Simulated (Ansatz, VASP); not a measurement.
**KCl: VASP beside Ansatz**

INCAR

```
PREC = Accurate
ENCUT = 500
EDIFF = 1E-6
ISMEAR = 0
SIGMA = 0.1
LREAL = False
LASPH = True
NELM = 120
ALGO = Normal
ISIF = 2
LWAVE = False
LCHARG = False
GGA = PE
NBANDS = 15
GGA_COMPAT = False
```

File KPOINTS:

```
regular mesh
0
Gamma
  6 6 6
```

POSCAR

```
KCl
1.0
    0.0000000000      2.9745027123      2.9745027123
    2.9745027123      0.0000000000      2.9745027123
    2.9745027123      2.9745027123      0.0000000000
K Cl
1 1
Direct
    0.0000000000      0.0000000000      0.0000000000
    0.5000000000      0.5000000000      0.5000000000
```

Input for Ansatz:

```yaml
crystal:
  lattice:
    - [0.0, 2.9745027123, 2.9745027123]
    - [2.9745027123, 0.0, 2.9745027123]
    - [2.9745027123, 2.9745027123, 0.0]
  atoms:
    - { symbol: K, position: [0.0, 0.0, 0.0] }
    - { symbol: Cl, position: [0.5, 0.5, 0.5] }
basis:
  ecutwfc: 420
kpoints:
  mp_grid: { grid: [6, 6, 6] }
hamiltonian:
  xc: pbe
scf:
  occupations: { method: gaussian, width: 0.1 }
output:
  forces: true
  stress: true
  eigenvalues: true
```

Alike in both runs: task single point; functional PBE; k mesh 6 × 6 × 6; occupations gaussian, width 0.1 eV; no spin polarisation.

|  | VASP | Ansatz |
| --- | --- | --- |
| version | VASP 6.6.1 | Ansatz 0.2.0 |
| potentials or method | VASP PAW PBE potentials, release 64 (K_sv, Cl), cutoff 500 eV | scalar-relativistic, plane waves, PAW |
| valence electrons in the cell | 16 | 16 |

```tsv
	VASP	Ansatz	Ansatz less VASP
gap on the k mesh at the Fermi level (eV)	5.83	5.83	+0.004
least direct gap on the mesh (eV)	5.83	5.83	+0.004
pressure (GPa)	5.8	5.7	-0.08
```

With one functional, cell and mesh, what is left measures potentials, basis and numerics.
